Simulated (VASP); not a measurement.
# Bi3S (P4/mmm) in VASP: further runs, part 2 of 2

VASP 6.6.1. Earlier steps stand in the parts before.

**3. Relaxation of cell and atoms, PBE**

This run uses another cell than the first one, of 27.33 Å³/atom.

INCAR reads:

```
SYSTEM = Bi3S
PREC     = Accurate       ! precision mode
ENCUT    = 600            ! plane-wave cutoff, eV
EDIFF    = 1E-7           ! SCF threshold, eV
ISMEAR   = 0              ! smearing method
SIGMA    = 0.1            ! smearing width, eV
LREAL    = .FALSE.        ! projectors in reciprocal space
LASPH    = .TRUE.         ! aspherical terms in the spheres
NELM     = 100            ! most SCF steps
ALGO     = Normal         ! electronic algorithm
ISIF     = 3              ! what is computed and relaxed
LWAVE    = .FALSE.        ! write WAVECAR
LCHARG   = .FALSE.        ! write CHGCAR
GGA      = PE             ! functional
IBRION   = 2              ! ionic algorithm
NSW      = 90             ! ionic steps
EDIFFG   = -0.04          ! ionic threshold
```

KPOINTS reads:

```
regular mesh
0
G
  6 6 2
  0 0 0
```

POSCAR reads:

```
Bi3S
1.0
    3.6518932238      0.0000000000      0.0000000000
    0.0000000000      3.6518932238      0.0000000000
    0.0000000000      0.0000000000      8.1964956326
Bi S
3 1
Direct
    0.0000000000      0.0000000000      0.7077766796
    0.0000000000      0.0000000000      0.2922233204
    0.5000000000      0.5000000000      0.0000000000
    0.5000000000      0.5000000000      0.5000000000
```

Potentials or basis: VASP PAW PBE potentials, release 64 (Bi_d, S).

The run is started by

```sh
$ cat potpaw_PBE.64/Bi_d/POTCAR potpaw_PBE.64/S/POTCAR > POTCAR
$ mpirun -np 1 vasp_std > vasp.out
```

OUTCAR:

```text
SYSTEM = Bi3S
   PREC = Accurate
   ENCUT = 600
   EDIFF = 1E-7
   ISMEAR = 0
   LREAL = .FALSE.
   LASPH = .TRUE.
   NELM = 100
   ISIF = 3
   GGA = PE
   IBRION = 2
   NSW = 90
   EDIFFG = -0.04

 ion  position               nearest neighbor table
   1  0.000  0.000  0.708-   4 3.09   4 3.09   4 3.09   4 3.09   2 3.41   3 3.52   3 3.52   3 3.52
                             3 3.52
   2  0.000  0.000  0.292-   4 3.09   4 3.09   4 3.09   4 3.09   1 3.41   3 3.52   3 3.52   3 3.52
                             3 3.52
   3  0.500  0.500  0.000-   1 3.52   2 3.52   1 3.52   2 3.52   1 3.52   2 3.52   1 3.52   2 3.52

   4  0.500  0.500  0.500-   1 3.09   2 3.09   1 3.09   2 3.09   1 3.09   2 3.09   1 3.09   2 3.09

  LATTYP: Found a simple tetragonal cell.
[... 191 lines left out ...]
  -------------------------------------------------------------------------------------
  Total        0.9785694      0.9785694     -0.5376621      0.0000000     -0.0000000     -0.0000000
  in kB       14.3429293     14.3429293     -7.8805340      0.0000000     -0.0000000     -0.0000000
  external PRESSURE =       6.9351082 kB  Pullay stress =       0.0000000 kB
[... 291 lines left out ...]
--------------------------------------- Ionic step        9  -------------------------------------------

 number of electron      51.0000001 magnetization

 Free energy of the ion-electron system (eV)
  ---------------------------------------------------
  ext. energy  EPLUGINS =         0.00000000
  ---------------------------------------------------
  free energy    TOTEN  =       -15.31903422 eV

  energy without entropy =      -15.30263498  energy(sigma->0) =      -15.31083460

 E-fermi :   7.8801     XC(G=0): -10.3638

 val. band max:        7.8224078745   @ k =   0.0000   0.0000   0.5000
 cond. band min:       7.9471723384   @ k =   0.3333   0.1667   0.0000
 fundamental gap:      0.1247644639
 Fermi energy:         7.8801395883

 k-point     1 :       0.0000    0.0000    0.0000
  band No.  band energies     occupation
      1     -15.5240      2.00000
      2     -15.5195      2.00000
      3     -15.5115      2.00000
      4     -15.4442      2.00000
      5     -15.4442      2.00000
      6     -15.4327      2.00000
[... 680 lines left out ...]
  FREE ENERGIE OF THE ION-ELECTRON SYSTEM (eV)
  ---------------------------------------------------
  free  energy   TOTEN  =       -15.3190342187 eV

  energy  without entropy=      -15.3026349798  energy(sigma->0) =      -15.31083460

 reached required accuracy - stopping structural energy minimisation
```

OSZICAR:

```text
N       E                     dE             d eps       ncg     rms          rms(c)
DAV:   1     0.613993428759E+03    0.61399E+03   -0.28649E+04  1200   0.223E+03
DAV:   2     0.540978474468E+02   -0.55990E+03   -0.55158E+03  1218   0.583E+02
DAV:   3    -0.123233029790E+02   -0.66421E+02   -0.64954E+02  1464   0.206E+02
DAV:   4    -0.156547200082E+02   -0.33314E+01   -0.33024E+01  1314   0.453E+01
[... 87 lines left out ...]
DAV:   4    -0.153190366362E+02    0.44074E-05   -0.59212E-05  1638   0.725E-02    0.707E-03
DAV:   5    -0.153190354276E+02    0.12086E-05   -0.31681E-06  1432   0.138E-02    0.391E-03
DAV:   6    -0.153190343040E+02    0.11236E-05   -0.73905E-07  1424   0.853E-03    0.813E-04
DAV:   7    -0.153190341720E+02    0.13197E-06   -0.95580E-08   636   0.342E-03    0.484E-04
DAV:   8    -0.153190342187E+02   -0.46643E-07   -0.21339E-08   624   0.209E-03
   9 F= -.15319034E+02 E0= -.15310835E+02  d E =-.473679E-03
```

CONTCAR:

```text
Bi3S
   1.00000000000000
     3.7214335202689344   -0.0000000000000000   -0.0000000000000000
     0.0000000000000000    3.7214335202689344    0.0000000000000000
     0.0000000000000000   -0.0000000000000000    7.9461250434171751
  Bi              S
     3     1
Direct
     0.0000000000000000    0.0000000000000000    0.7079989437976077
     0.0000000000000000    0.0000000000000000    0.2920010562023924
     0.5000000000000000    0.5000000000000000    0.0000000000000000
     0.5000000000000000    0.5000000000000000    0.5000000000000000

  0.00000000E+00  0.00000000E+00  0.00000000E+00
  0.00000000E+00  0.00000000E+00  0.00000000E+00
  0.00000000E+00  0.00000000E+00  0.00000000E+00
  0.00000000E+00  0.00000000E+00  0.00000000E+00
```

It took 6.7 min on 1 thread of Intel Xeon Platinum 8488C (Sapphire Rapids), shared host; peak memory 0.28 GiB.

Results:

```
Free energy                           : -15.3190 eV
Relaxed volume                        : 27.51 Å³/atom
Relaxed cell                          : a = 3.721 Å, b = 3.721 Å, c = 7.946 Å, α = 90.00°, β = 90.00°, γ = 90.00°
Space group after relaxing (to 0.1 Å) : P4/mmm (No. 123)
Energy gained by relaxing             : 8.2 meV/atom
Ionic steps                           : 9
Pressure after relaxing               : 0.0 GPa
Largest force after relaxing          : 0.027 eV/Å
Band gap on the k mesh                : zero (an odd number of electrons rules out a gap without spin polarisation)
```

Forces in eV/Å, atoms in the order of the input:
```
Bi   0.000  0.000  0.027
Bi   0.000  0.000 -0.027
Bi   0.000  0.000  0.000
S    0.000  0.000  0.000
```

Stress tensor (GPa, compression positive):
```
 0.09  0.00  0.00
 0.00  0.09  0.00
 0.00  0.00 -0.09
```

The path:
```csv
step,energy change (eV),largest force (eV/Å),pressure (GPa),volume (Å³)
1,0.0000,0.0491,0.69,109.31
2,-0.0178,0.0666,-0.43,111.18
3,-0.0196,0.0600,-0.83,111.91
4,-0.0310,0.0511,-0.34,110.85
5,-0.0315,0.0794,-0.22,110.63
6,-0.0315,0.0831,-0.21,110.60
7,-0.0323,0.0616,0.05,110.07
8,-0.0324,0.0562,0.12,109.94
9,-0.0328,0.0273,0.03,110.05
```

Final structure:
```yaml
crystal:
  lattice:
    - [3.72143, 0.00000, 0.00000]
    - [0.00000, 3.72143, 0.00000]
    - [0.00000, 0.00000, 7.94613]
  atoms:
    - { symbol: Bi, position: [0.00000, 0.00000, 0.70800] }
    - { symbol: Bi, position: [0.00000, 0.00000, 0.29200] }
    - { symbol: Bi, position: [0.50000, 0.50000, 0.00000] }
    - { symbol: S, position: [0.50000, 0.50000, 0.50000] }
```

Caveat: the k points lie up to 0.40 Å⁻¹ apart in the final cell, too coarse for converged energies and pressures of a metal; spin-orbit coupling is left out, which moves the levels of the heavy elements.

**4. Single point, PBE**

This run uses another cell than the first one, of 27.45 Å³/atom.

INCAR reads:

```
SYSTEM = Bi3S
PREC = Accurate
ENCUT = 520
EDIFF = 1E-7
ISMEAR = 0
SIGMA = 0.1
LREAL = .False.
LASPH = .True.
NELM = 100
ALGO = Normal
ISIF = 2
LWAVE = .False.
LCHARG = .False.
GGA = PE
NBANDS = 34
```

KPOINTS reads:

```
regular mesh
0
Gamma
  12 12 6
  0 0 0
```

POSCAR reads:

```
Bi3S
1.0
    3.7125487801      0.0000000000      0.0000000000
    0.0000000000      3.7125487801      0.0000000000
    0.0000000000      0.0000000000      7.9666835383
Bi S
3 1
Direct
    0.0000000000      0.0000000000      0.7163199108
    0.0000000000      0.0000000000      0.2836800892
    0.5000000000      0.5000000000      0.0000000000
    0.5000000000      0.5000000000      0.5000000000
```

The run is started by

```sh
$ cat potpaw_PBE.64/Bi_d/POTCAR potpaw_PBE.64/S/POTCAR > POTCAR
$ mpirun -np 1 vasp_std > vasp.out
```

Run time: 3.9 min. Hardware: 1 thread of Intel Xeon Platinum 8488C (Sapphire Rapids), shared host; peak memory 0.43 GiB.

It converged, with:

* Free energy: -15.3314 eV
* Pressure: -0.1 GPa
* Band gap on the k mesh: zero (an odd number of electrons rules out a gap without spin polarisation)

Levels at points of the mesh, in eV from the Fermi level:
| k point | band 22 | band 23 | band 24 | band 25 | band 26 | band 27 | band 28 | band 29 |
| --- | --- | --- | --- | --- | --- | --- | --- | --- |
| (0.00, 0.00, 0.00) | -2.67 | -1.20 | -1.12 | 0.50 | 0.50 | 1.41 | 1.41 | 3.72 |
| (0.50, 0.00, 0.00) | -1.76 | -1.64 | -1.64 | -0.97 | 0.78 | 1.51 | 2.26 | 2.63 |
| (0.50, 0.50, 0.00) | -3.06 | -2.95 | -2.95 | -2.53 | -2.53 | -2.28 | 0.16 | 2.02 |
| (0.00, 0.00, 0.50) | -2.60 | -2.47 | -0.17 | -0.17 | 1.93 | 2.30 | 2.80 | 2.80 |
| (0.50, 0.00, 0.50) | -3.91 | -3.72 | -1.64 | 1.03 | 1.18 | 1.63 | 1.90 | 2.23 |
| (0.50, 0.50, 0.50) | -4.24 | -4.24 | -2.65 | -1.38 | -0.70 | -0.01 | -0.01 | 0.08 |

Caveat: spin-orbit coupling is left out, which moves the levels of the heavy elements.

**5. The runs side by side**

```csv
task,cell,k mesh,cutoff (eV),gap on the mesh (eV),pressure (GPa),relaxed volume (Å³/atom),largest force (eV/Å)
relaxation of cell and atoms,"relaxed from a = 3.838, b = 3.838, c = 7.777 Å, 4 atoms, atomic positions A",4 × 4 × 2,600,none,0.1,27.30,0.03
relaxation of cell and atoms,"relaxed from a = 3.652, b = 3.652, c = 8.196 Å, 4 atoms, atomic positions B",6 × 6 × 2,600,none,0.0,27.51,0.03
single point,"a = 3.713, b = 3.713, c = 7.967 Å, 4 atoms, atomic positions C",12 × 12 × 6,520,none,-0.1,-,-
```

Alike in all rows: level PBE; potentials or basis VASP PAW PBE potentials, release 64 (Bi_d, S); no spin polarisation; smearing gaussian 0.1 eV.

Caveats: some runs use coarse meshes; spin-orbit coupling is left out, which moves the levels of the heavy elements.

Absolute energies hang on the potentials; compare differences alone.
